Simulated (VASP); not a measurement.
A run of VASP 6.6.1 is set up as follows.

INCAR

```
SYSTEM = SnSe2
ALGO = Normal
EDIFF = 1E-6
ENCUT = 520
GGA = PE
ISIF = 2
ISMEAR = -1
LASPH = .TRUE.
LCHARG = .FALSE.
LREAL = .FALSE.
LWAVE = .FALSE.
NBANDS = 20
NELM = 60
PREC = Accurate
SIGMA = 0.05
```

The input KPOINTS:

```
k-points
0
G
  5 5 3
  0 0 0
```

Contents of POSCAR:

```
SnSe2
1.0
    3.8110000000      0.0000000000      0.0000000000
   -1.9055000000      3.3004228138      0.0000000000
    0.0000000000      0.0000000000      6.1360000000
Sn Se
1 2
Direct
    0.0000000000      0.0000000000      0.0000000000
    0.6666666667      0.3333333333      0.7510000000
    0.3333333333      0.6666666667      0.2490000000
```

Potentials or basis: VASP PAW PBE potentials, release 64 (Sn_d, Se).

Run with:

```console
$ cat potpaw_PBE.64/Sn_d/POTCAR potpaw_PBE.64/Se/POTCAR > POTCAR
$ mpirun -np 1 vasp_std > vasp.out
```

Q: What does it give for the pressure?

A: 5.8 GPa.

Q: What does it give for the band gap on the k mesh?

A: 0.79 eV, indirect (least direct gap 1.09 eV).

Q: Predict the largest force.

A: 0.760 eV/Å.

Forces on the atoms (eV/Å):
```
Sn   0.000  0.000  0.000
Se   0.000  0.000 -0.760
Se   0.000  0.000  0.760
```

Caveat: spin-orbit coupling is left out, which moves the levels of the heavy elements; this functional lacks dispersion, which binds the layers, so the pressure and a relaxed spacing across them are unreliable. A k mesh can miss the band edges.
